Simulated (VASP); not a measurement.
# As (P6_3/mmc) in VASP: a series of runs

Runs on As. Level: revPBE. Tasks: single point.

Everything below comes from runs of VASP 6.6.1. Logs are shortened: lines on timing, memory, paths and dates and some standing lists are left out, and cuts for length are marked.

### Step 1. The cell of the first run

The structure is hexagonal, space group P6_3/mmc (No. 194). The conventional cell has a = 2.908 Å, b = 2.908 Å, c = 9.840 Å, α = 90.00°, β = 90.00°, γ = 120.00°. As (site symmetry -3m) has 12 As at 2.91 to 2.98 Å within 3.8 Å. Within 3.8 Å of As (site symmetry -6m2) lie 12 As at 2.91 to 2.98 Å.

### Step 2. Single point, revPBE (volume scaled by 0.92)

INCAR

```
SYSTEM = As
ALGO = Normal
EDIFF = 1E-6
ENCUT = 520
GGA = RE
ISIF = 2
ISMEAR = -1
LASPH = .True.
LCHARG = .True.
LELF = .True.
LREAL = .False.
LVHAR = .True.
LWAVE = .False.
NBANDS = 18
NELM = 100
PREC = Accurate
SIGMA = 0.1
```

KPOINTS

```
k-points
0
Gamma
  14 14 4
  0 0 0
```

POSCAR

```
As
1.0
    2.9075217964      0.0000000000      0.0000000000
   -1.4537608982      2.5179877378      0.0000000000
    0.0000000000      0.0000000000      9.8403467236
As
4
Direct
    0.0000000000      0.0000000000      0.0000000000
    0.0000000000      0.0000000000      0.5000000000
    0.3333333333      0.6666666667      0.2500000000
    0.6666666667      0.3333333333      0.7500000000
```

Potentials or basis: VASP PAW PBE potentials, release 64 (As).

Launch:

```
$ cat potpaw_PBE.64/As/POTCAR > POTCAR
$ mpirun -np 1 vasp_std > vasp.out
```

OUTCAR:

```text
SYSTEM = As
   EDIFF = 1E-6
   ENCUT = 520
   GGA = RE
   ISIF = 2
   ISMEAR = -1
   LASPH = .True.
   LREAL = .False.
   NELM = 100
   PREC = Accurate

 ion  position               nearest neighbor table
   1  0.000  0.000  0.000-
   2  0.000  0.000  0.500-
   3  0.333  0.667  0.250-
   4  0.667  0.333  0.750-

  LATTYP: Found a hexagonal cell.
 ALAT       =     2.9075217964
 C/A-ratio  =     3.3844446964

  Lattice vectors:

 A1 = (   2.9075217964,   0.0000000000,   0.0000000000)
 A2 = (  -1.4537608982,   2.5179877378,   0.0000000000)
 A3 = (   0.0000000000,   0.0000000000,   9.8403467236)

Analysis of symmetry for initial positions (statically):
=====================================================================
 Subroutine PRICEL returns:
 Original cell was already a primitive cell.

 Routine SETGRP: Setting up the symmetry group for a
 hexagonal supercell.

 Subroutine GETGRP returns: Found 24 space group operations
 (whereof 12 operations were pure point group operations)
 out of a pool of 24 trial point group operations.

The static configuration has the point symmetry D_3d.
 The point group associated with its full space group is D_6h.

Analysis of symmetry for dynamics (positions and initial velocities):
=====================================================================
 Subroutine PRICEL returns:
 Original cell was already a primitive cell.

 Routine SETGRP: Setting up the symmetry group for a
 hexagonal supercell.

 Subroutine GETGRP returns: Found 24 space group operations
 (whereof 12 operations were pure point group operations)
 out of a pool of 24 trial point group operations.

The dynamic configuration has the point symmetry D_3d.
 The point group associated with its full space group is D_6h.

 Subroutine INISYM returns: Found 24 space group operations
 (whereof 12 operations are pure point group operations),
 and found     1 'primitive' translations

----------------------------------------------------------------------------------------

                                     Primitive cell

  volume of cell :      72.0422

  direct lattice vectors                    reciprocal lattice vectors
     2.907521796  0.000000000  0.000000000     0.343935513  0.198571261  0.000000000
    -1.453760898  2.517987738  0.000000000     0.000000000  0.397142522  0.000000000
     0.000000000  0.000000000  9.840346724     0.000000000  0.000000000  0.101622435

  length of vectors
     2.907521796  2.907521796  9.840346724     0.397142522  0.397142522  0.101622435

  position of ions in fractional coordinates (direct lattice)
     0.000000000  0.000000000  0.000000000
     0.000000000  0.000000000  0.500000000
     0.333333333  0.666666667  0.250000000
     0.666666667  0.333333333  0.750000000

  ion indices of the primitive-cell ions
   primitive index   ion index
                 1           1
                 2           2
                 3           3
                 4           4

----------------------------------------------------------------------------------------

 KPOINTS: k-points

Automatic generation of k-mesh.
 Grid dimensions read from file:
 generate k-points for:   14   14    4

 Generating k-lattice:

  Cartesian coordinates                     Fractional coordinates (reciprocal lattice)
     0.024566822  0.014183661  0.000000000     0.071428571  0.000000000  0.000000000
     0.000000000  0.028367323  0.000000000     0.000000000  0.071428571  0.000000000
     0.000000000  0.000000000  0.025405609     0.000000000  0.000000000  0.250000000

  Length of vectors
     0.028367323  0.028367323  0.025405609

  Shift w.r.t. Gamma in fractional coordinates (k-lattice)
     0.000000000  0.000000000  0.000000000

 Subroutine IBZKPT returns following result:
 ===========================================

 Found     72 irreducible k-points:

 Following reciprocal coordinates:
            Coordinates               Weight
  0.000000  0.000000  0.000000      1.000000
  0.071429  0.000000  0.000000      6.000000
  0.142857  0.000000  0.000000      6.000000
  0.214286 -0.000000  0.000000      6.000000
  0.285714  0.000000  0.000000      6.000000
  0.357143 -0.000000  0.000000      6.000000
[... 16 lines left out ...]
  0.285714  0.285714  0.000000      6.000000
  0.357143  0.285714  0.000000      6.000000
 [... further k-points ...]
   k-points           NKPTS =     72   k-points in BZ     NKDIM =     72   number of bands    NBANDS=     18
   number of dos      NEDOS =    301   number of ions     NIONS =      4
   total plane-waves  NPLWV =  46080
   dimension x,y,z NGX =    24 NGY =   24 NGZ =   80
   dimension x,y,z NGXF=    48 NGYF=   48 NGZF=  160
   ions per type =               4
   NGX,Y,Z   is equivalent  to a cutoff of  13.72, 13.72, 13.52 a.u.
   NGXF,Y,Z  is equivalent  to a cutoff of  27.45, 27.45, 27.03 a.u.
 SYSTEM =  As
   PREC   = accura    normal or accurate (medium, high low for compatibility)
   ISTART =      0    job   : 0-new  1-cont  2-samecut
   ICHARG =      2    charge: 1-file 2-atom 10-const
   ISPIN  =      1    spin polarized calculation?
   LNONCOLLINEAR =      F non collinear calculations
   LSORBIT =      F    spin-orbit coupling
   LASPH  =      T    aspherical Exc in radial PAW
   ENCUT  =  520.0 eV  38.22 Ry    6.18 a.u.   5.41  5.41 18.30*2*pi/ulx,y,z
   NELM   =    100;   NELMIN=  2; NELMDL= -5     # of ELM steps
   EDIFF  = 0.1E-05   stopping-criterion for ELM
   LREAL  =      F    real-space projection
   EDIFFG = 0.1E-04   stopping-criterion for IOM
   NSW    =      0    number of steps for IOM
   IBRION =     -1    ionic relax: 0-MD 1-quasi-New 2-CG
   NFREE  =      0    steps in history (QN), initial steepest desc. (CG)
   ISIF   =      2    stress and relaxation
   ISYM   =      2    0-nonsym 1-usesym 2-fastsym
   POTIM  = 0.5000    time-step for ionic-motion
   TEBEG  =    0.0;   TEEND  =   0.0 temperature during run
   PSTRESS=    0.0 pullay stress
   NELECT =      20.0000    total number of electrons
   NUPDOWN=      -1.0000    fix difference up-down
   EMIN   =  10.00;   EMAX   =-10.00  energy-range for DOS
   EFERMI =   0.00;   METHOD = LEGACY
   ISMEAR =    -1;   SIGMA  =   0.10  broadening in eV -4-tet -1-fermi 0-gaus
   EFERMI_NEDOS =   21; number of points for ismear=-14 and -15
   IALGO  =     38    algorithm
   IMIX   =      4    mixing-type and parameters
     AMIX     =   0.40;   BMIX     =  1.00
     AMIX_MAG =   1.60;   BMIX_MAG =  1.00
  volume/ion in A,a.u.               =      18.01       121.54
  Fermi-wavevector in a.u.,A,eV,Ry     =   1.067962  2.018156 15.518030  1.140543
  Thomas-Fermi vector in A             =   2.203595
   LORBIT       =      0    0 simple, 1 ext, 2 COOP (PROOUT), +10 PAW based schemes
   GGA     = RE    functional components
   LHFCALC =     F    Hartree Fock is set to
   AEXX    =    0.0000 exact exchange contribution
   IVDW    =     0    specifies the selected vdW correction
   LEPSILON=     F    determine dielectric tensor
   LRPA    =     F    only Hartree local field effects (RPA)
 non-spin polarized calculation
  energy-cutoff  :      520.00
  volume of cell :       72.04
 maximum number of plane-waves:      2004
 NGX is ok and might be reduce to    24
   NGX = 11   NGY = 11   NGZ = 37

 number of electron      19.9999996 magnetization

 Free energy of the ion-electron system (eV)
  ---------------------------------------------------
  ext. energy  EPLUGINS =         0.00000000
  ---------------------------------------------------
  free energy    TOTEN  =       -15.20723819 eV

  energy without entropy =      -15.14496586  energy(sigma->0) =      -15.17610202

 E-fermi :   7.3326     XC(G=0): -11.0036

 val. band max:        7.3294484407   @ k =   0.4286   0.0714   0.0000
 cond. band min:       7.3339322852   @ k =   0.4286   0.1429   0.5000
 fundamental gap:      0.0044838445
 Fermi energy:         7.3326185690

 k-point     1 :       0.0000    0.0000    0.0000
  band No.  band energies     occupation
      1      -8.3953      2.00000
      2      -6.9658      2.00000
      3      -6.9490      2.00000
      4      -4.0134      2.00000
      5       0.0140      2.00000
      6       5.8072      2.00000
[... 10 lines left out ...]
     17      17.7552      0.00000
     18      18.3462      0.00000

 k-point     2 :       0.0714    0.0000    0.0000
  band No.  band energies     occupation
      1      -8.2797      2.00000
      2      -6.8516      2.00000
      3      -6.8349      2.00000
      4      -3.9073      2.00000
      5       0.1314      2.00000
      6       5.8953      2.00000
[... 10 lines left out ...]
     17      17.8517      0.00000
     18      18.4641      0.00000

 k-point     3 :       0.1429    0.0000    0.0000
  band No.  band energies     occupation
      1      -7.9339      2.00000
      2      -6.5105      2.00000
      3      -6.4940      2.00000
      4      -3.5929      2.00000
      5       0.4816      2.00000
      6       6.1295      1.99999
[... 10 lines left out ...]
     17      16.4415      0.00000
     18      17.2506      0.00000

 k-point     4 :       0.2143   -0.0000    0.0000
  band No.  band energies     occupation
      1      -7.3611      2.00000
      2      -5.9474      2.00000
      3      -5.9316      2.00000
      4      -3.0847      2.00000
      5       1.0581      2.00000
      6       6.1168      1.99999
[... 375 lines left out ...]
      4      -1.4883      2.00000
      5       1.2814      2.00000
      6       1.6237      2.00000
[... 10 lines left out ...]
     17      14.0967      0.00000
     18      15.0285      0.00000

 k-point    23 :       0.2857    0.2857    0.0000
  band No.  band energies     occupation
      1      -3.2537      2.00000
      2      -2.2841      2.00000
      3      -2.2336      2.00000
      4      -1.3513      2.00000
      5       1.8976      2.00000
      6       2.2658      2.00000
[... 10 lines left out ...]
     17      13.8753      0.00000
     18      15.5114      0.00000

 k-point    24 :       0.3571    0.2857    0.0000
  band No.  band energies     occupation
      1      -2.4277      2.00000
      2      -2.0852      2.00000
      3      -1.8339      2.00000
      4      -1.6731      2.00000
      5       1.7378      2.00000
      6       2.0582      2.00000
[... 10 lines left out ...]
     17      14.4970      0.00000
     18      14.7563      0.00000

 [... further k-points ...]

------------------------ aborting loop because EDIFF is reached ----------------------------------------

  FORCE on cell =-STRESS in cart. coord.  units (eV):
  Direction    XX          YY          ZZ          XY          YZ          ZX
  --------------------------------------------------------------------------------------
  -------------------------------------------------------------------------------------
  Total        3.3370439      3.3370439      3.5693242     -0.0000000     -0.0000000      0.0000000
  in kB       74.2139430     74.2139430     79.3797237     -0.0000000     -0.0000000      0.0000000
  external PRESSURE =      75.9358699 kB  Pullay stress =       0.0000000 kB

 VOLUME and BASIS-vectors are now :
 -----------------------------------------------------------------------------
  energy-cutoff  :      520.00
  volume of cell :       72.04
      direct lattice vectors                 reciprocal lattice vectors
     2.907521796  0.000000000  0.000000000     0.343935513  0.198571261  0.000000000
    -1.453760898  2.517987738  0.000000000     0.000000000  0.397142522  0.000000000
     0.000000000  0.000000000  9.840346724     0.000000000  0.000000000  0.101622435

 POSITION                                       TOTAL-FORCE (eV/Angst)
 -----------------------------------------------------------------------------------
      0.00000      0.00000      0.00000        -0.000000      0.000000      0.000000
      0.00000      0.00000      4.92017        -0.000000      0.000000      0.000000
     -0.00000      1.67866      2.46009        -0.000000     -0.000000      0.000000
      1.45376      0.83933      7.38026         0.000000      0.000000     -0.000000
 -----------------------------------------------------------------------------------
    total drift:                               -0.000000      0.000000      0.000000

  FREE ENERGIE OF THE ION-ELECTRON SYSTEM (eV)
  ---------------------------------------------------
  free  energy   TOTEN  =       -15.2072381904 eV

  energy  without entropy=      -15.1449658571  energy(sigma->0) =      -15.17610202
```

It took 59 s on 1 thread of Intel Xeon Platinum 8259CL at 2.50GHz (Skylake/Cascade Lake), shared host; peak memory 0.23 GiB.

What came out:

- Free energy: -15.2072 eV
- Pressure: 7.6 GPa
- Band gap on the k mesh: zero (band 10 reaches 12.76 eV, above the bottom of band 11 at 4.45 eV)

Caveat: the PAW data sets were made with another functional, which shifts forces and pressure a little.

### Step 3. Single point, revPBE (volume scaled by 0.96)

INCAR

```
SYSTEM = As
ALGO = Normal
EDIFF = 1E-6
ENCUT = 520
GGA = RE
ISIF = 2
ISMEAR = -1
LASPH = .TRUE.
LCHARG = .TRUE.
LELF = .TRUE.
LREAL = .FALSE.
LVHAR = .TRUE.
LWAVE = .FALSE.
NBANDS = 18
NELM = 80
PREC = Accurate
SIGMA = 0.1
```

KPOINTS

```
k-points
0
G
  14 14 4
  0 0 0
```

POSCAR

```
As
1.0
    2.9490634346      0.0000000000      0.0000000000
   -1.4745317173      2.5539638517      0.0000000000
    0.0000000000      0.0000000000      9.9809421006
As
4
Direct
    0.0000000000      0.0000000000      0.0000000000
    0.0000000000      0.0000000000      0.5000000000
    0.3333333333      0.6666666667      0.2500000000
    0.6666666667      0.3333333333      0.7500000000
```

Potentials or basis: VASP PAW PBE potentials, release 64 (As).

Launch:

```
$ cat potpaw_PBE.64/As/POTCAR > POTCAR
$ mpirun -np 1 vasp_std > vasp.out
```

OUTCAR:

```text
SYSTEM = As
   EDIFF = 1E-6
   ENCUT = 520
   GGA = RE
   ISIF = 2
   ISMEAR = -1
   LASPH = .TRUE.
   LREAL = .FALSE.
   NELM = 80
   PREC = Accurate

 ion  position               nearest neighbor table
   1  0.000  0.000  0.000-
   2  0.000  0.000  0.500-
   3  0.333  0.667  0.250-
   4  0.667  0.333  0.750-

  LATTYP: Found a hexagonal cell.
 ALAT       =     2.9490634346
 C/A-ratio  =     3.3844446964
[... 701 lines left out ...]

  FORCE on cell =-STRESS in cart. coord.  units (eV):
  Direction    XX          YY          ZZ          XY          YZ          ZX
  --------------------------------------------------------------------------------------
  -------------------------------------------------------------------------------------
  Total        1.4587527      1.4587527      1.7699392     -0.0000000      0.0000000     -0.0000000
  in kB       31.0900817     31.0900817     37.7223321     -0.0000000      0.0000000     -0.0000000
  external PRESSURE =      33.3008319 kB  Pullay stress =       0.0000000 kB

 VOLUME and BASIS-vectors are now :
 -----------------------------------------------------------------------------
  energy-cutoff  :      520.00
  volume of cell :       75.17
      direct lattice vectors                 reciprocal lattice vectors
     2.949063435  0.000000000  0.000000000     0.339090705  0.195774110  0.000000000
    -1.474531717  2.553963852  0.000000000     0.000000000  0.391548220  0.000000000
     0.000000000  0.000000000  9.980942101     0.000000000  0.000000000  0.100190943

 POSITION                                       TOTAL-FORCE (eV/Angst)
 -----------------------------------------------------------------------------------
      0.00000      0.00000      0.00000        -0.000000      0.000000      0.000000
      0.00000      0.00000      4.99047        -0.000000      0.000000      0.000000
     -0.00000      1.70264      2.49524         0.000000     -0.000000     -0.000000
      1.47453      0.85132      7.48571        -0.000000      0.000000     -0.000000
 -----------------------------------------------------------------------------------
    total drift:                               -0.000000      0.000000      0.000000

  FREE ENERGIE OF THE ION-ELECTRON SYSTEM (eV)
  ---------------------------------------------------
  free  energy   TOTEN  =       -15.3126161082 eV

  energy  without entropy=      -15.2467251178  energy(sigma->0) =      -15.27967061
```

OSZICAR:

```text
N       E                     dE             d eps       ncg     rms          rms(c)
DAV:   1     0.603900230918E+02    0.60390E+02   -0.83149E+03  2592   0.956E+02
DAV:   2    -0.117237935738E+02   -0.72114E+02   -0.69477E+02  3686   0.143E+02
DAV:   3    -0.153113987032E+02   -0.35876E+01   -0.35502E+01  3096   0.310E+01
DAV:   4    -0.153344037788E+02   -0.23005E-01   -0.22986E-01  2978   0.268E+00
DAV:   5    -0.153344591465E+02   -0.55368E-04   -0.55363E-04  2904   0.146E-01    0.401E+00
DAV:   6    -0.153192982896E+02    0.15161E-01   -0.97094E-03  2886   0.482E-01    0.234E+00
DAV:   7    -0.153125264107E+02    0.67719E-02   -0.18738E-02  2762   0.669E-01    0.935E-02
DAV:   8    -0.153125939280E+02   -0.67517E-04   -0.31657E-04  2966   0.102E-01    0.566E-02
DAV:   9    -0.153126158616E+02   -0.21934E-04   -0.53787E-05  2796   0.467E-02    0.807E-03
DAV:  10    -0.153126161082E+02   -0.24660E-06   -0.95103E-07  1850   0.506E-03
   1 F= -.15312616E+02 E0= -.15279671E+02  d E =-.658910E-01
```

stdout:

```text
POSCAR found type information on POSCAR As
 POSCAR found :  1 types and       4 ions
 scaLAPACK will be used
 -----------------------------------------------------------------------------
|                                                                             |
|                                                                             |
|     You enforced a specific xc type in the INCAR file but a different       |
|     I HOPE YOU KNOW WHAT YOU ARE DOING!                                     |
|                                                                             |
 -----------------------------------------------------------------------------

 LDA part: xc-table for (Slater+PW92), standard interpolation
 POSCAR, INCAR and KPOINTS ok, starting setup
 FFT: planning ... GRIDC
 FFT: planning ... GRID_SOFT
 FFT: planning ... GRID
 WAVECAR not read
 entering main loop
```

Run time: 54 s. Hardware: 1 thread of Intel Xeon Platinum 8259CL at 2.50GHz (Skylake/Cascade Lake), shared host; peak memory 0.23 GiB.

What came out:

- Free energy: -15.3126 eV
- Pressure: 3.3 GPa
- Band gap on the k mesh: zero (band 10 reaches 11.96 eV, above the bottom of band 11 at 4.09 eV)

Stress tensor (GPa, compression positive):
```
3.11 0.00 0.00
0.00 3.11 0.00
0.00 0.00 3.77
```

Caveat: the PAW data sets were made with another functional, which shifts forces and pressure a little.
